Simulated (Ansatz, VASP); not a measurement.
Two plane-wave programs on Ca

File INCAR:

```
ALGO = Normal
EDIFF = 1E-7
ENCUT = 520
GGA = PS
ISIF = 2
ISMEAR = 0
LASPH = T
LCHARG = F
LREAL = F
LWAVE = F
NBANDS = 11
NELM = 80
PREC = Accurate
SIGMA = 0.1
```

The input KPOINTS:

```
k-points
0
Gamma
  12 12 12
```

File POSCAR:

```
Ca
1.0
    3.6145968339      0.0000000000      0.0000000000
    0.0000000000      3.6145968339      0.0000000000
    0.0000000000      0.0000000000      3.6145968339
Ca
1
Direct
    0.0000000000      0.0000000000      0.0000000000
```

Input for Ansatz:

```yaml
crystal:
  lattice:
    - [3.6145968339, 0.0, 0.0]
    - [0.0, 3.6145968339, 0.0]
    - [0.0, 0.0, 3.6145968339]
  atoms:
    - { symbol: Ca, position: [0.0, 0.0, 0.0] }
basis:
  ecutwfc: 420
kpoints:
  mp_grid: { grid: [12, 12, 12] }
hamiltonian:
  xc: pbesol
scf:
  occupations: { method: gaussian, width: 0.1 }
output:
  forces: true
  stress: true
  eigenvalues: true
```

Alike in both runs: task single point; functional PBEsol; k mesh 12 × 12 × 12; occupations gaussian, width 0.1 eV; no spin polarisation.

|  | VASP | Ansatz |
| --- | --- | --- |
| version | VASP 6.6.1 | Ansatz 0.2.0 |
| potentials or method | VASP PAW PBE potentials, release 64 (Ca_sv), cutoff 520 eV | scalar-relativistic, plane waves, PAW |
| valence electrons in the cell | 10 | 10 |

```csv
,VASP,Ansatz,Ansatz less VASP
gap on the k mesh at the Fermi level (eV),none,none,-
pressure (GPa),-1.3,-1.3,0.00
```

VASP's potentials were made for PBE, not for PBEsol. A gap of «none» marks a metal or a gap that the smearing closes. The functional is the same, so the differences come from potentials, cutoffs and numerics.
